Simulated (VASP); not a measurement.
A run of VASP 6.6.1:

File INCAR:

```
  ALGO = Normal
  EDIFF = 1E-7
  ENCUT = 520
  GGA = PE
  ISIF = 2
  ISMEAR = -1
  LASPH = True
  LCHARG = False
  LREAL = False
  LWAVE = False
  NBANDS = 19
  NELM = 80
  PREC = Accurate
  SIGMA = 0.08
```

KPOINTS

```
k-points
0
Gamma
  13 13 7
```

POSCAR

```
Zr
1.0
    3.1772080069      0.0000000000      0.0000000000
   -1.5886040034      2.7515428470      0.0000000000
    0.0000000000      0.0000000000      5.0597458556
Zr
2
Direct
    0.3333333333      0.6666666667      0.2500000000
    0.6666666667      0.3333333333      0.7500000000
```

Potentials or basis: VASP PAW PBE potentials, release 64 (Zr_sv).

Launch:

```console
$ cat potpaw_PBE.64/Zr_sv/POTCAR > POTCAR
$ mpirun -np 1 vasp_std > vasp.out
```

Hardware: 1 thread of Intel(R) Xeon(R) Platinum 8488C (Sapphire Rapids), on a shared host.

**Question.** How long does it take, and how much memory?

**Answer.** It took 28 s on 1 thread of Intel(R) Xeon(R) Platinum 8488C (Sapphire Rapids) (shared host), peak memory 0.19 GiB. Counts: scf iterations 14, k points 84.
